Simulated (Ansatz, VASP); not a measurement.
**Ga2PN in VASP and in Ansatz**

```
N Ga P
1.0
     3.35209    0.00000    0.00000
     0.00000    3.35209    0.00000
     0.00000    0.00000    4.73268
N Ga P
1 2 1
Direct
  0.00000 0.00000 0.00000
  0.00000 0.00000 0.50000
  0.50000 0.50000 0.00000
  0.50000 0.50000 0.50000
```

Alike in both runs: task single point; functional PBE; k mesh 6 × 6 × 4; no spin polarisation.

|  | VASP | Ansatz |
| --- | --- | --- |
| version | VASP 6.6.1 | Ansatz 0.2.0 |
| potentials or method | VASP PAW PBE potentials, release 64 (N, Ga_d, P) | plane waves |
| plane-wave cutoff (eV) | 600 | 420 |
| occupations | methfessel-paxton of order 1, width 0.5 eV | cold, width 0.5 eV |
| valence electrons in the cell | 36 | 36 |

|  | VASP | Ansatz | Ansatz less VASP |
| --- | --- | --- | --- |
| pressure (GPa) | 4.5 | 4.5 | -0.05 |
